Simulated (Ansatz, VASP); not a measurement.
## Li2S in VASP and in Ansatz

The input INCAR:

```
SYSTEM = Li2S
PREC = Accurate ; ENCUT = 750
EDIFF = 1E-6 ; ISMEAR = 0
SIGMA = 0.01 ; LREAL = .False.
LASPH = .True. ; NELM = 120
ALGO = Normal ; ISIF = 2
LWAVE = .False. ; LCHARG = .True.
GGA = PE ; LELF = .True.
LVHAR = .True. ; NBANDS = 13
GGA_COMPAT = .False.
```

Contents of KPOINTS:

```
Automatic mesh
0
Gamma
  6 6 6
  0 0 0
```

Contents of POSCAR:

```
Li2S
1.0
    0.0000000000      2.7945913605      2.7945913605
    2.7945913605      0.0000000000      2.7945913605
    2.7945913605      2.7945913605      0.0000000000
S Li
1 2
Direct
    0.0000000000      0.0000000000      0.0000000000
    0.2500000000      0.2500000000      0.2500000000
    0.7500000000      0.7500000000      0.7500000000
```

Input for Ansatz:

```yaml
crystal:
  lattice:
    - [0.0, 2.7945913605, 2.7945913605]
    - [2.7945913605, 0.0, 2.7945913605]
    - [2.7945913605, 2.7945913605, 0.0]
  atoms:
    - { symbol: S, position: [0.0, 0.0, 0.0] }
    - { symbol: Li, position: [0.25, 0.25, 0.25] }
    - { symbol: Li, position: [0.75, 0.75, 0.75] }
kpoints:
  mp_grid: { grid: [6, 6, 6] }
hamiltonian:
  xc: pbe
scf:
  occupations: { method: fixed }
  n_extra_bands: 4
output:
  forces: true
  stress: true
  eigenvalues: true
```

Alike in both runs: task single point; functional PBE; k mesh 6 × 6 × 6; no spin polarisation.

|  | VASP | Ansatz |
| --- | --- | --- |
| version | VASP 6.6.1 | Ansatz 0.2.0 |
| potentials or method | VASP PAW PBE potentials, release 64 (S, Li_sv) | plane waves, PAW |
| plane-wave cutoff (eV) | 750 | 420 |
| occupations | gaussian, width 0.01 eV | fixed |
| valence electrons in the cell | 12 | 12 |

Ansatz gave:

- gap on the k mesh at the Fermi level (eV): 3.35
- pressure (GPa): 2.8

Estimate VASP's values.

gap on the k mesh at the Fermi level (eV): 3.35; pressure (GPa): 2.7.
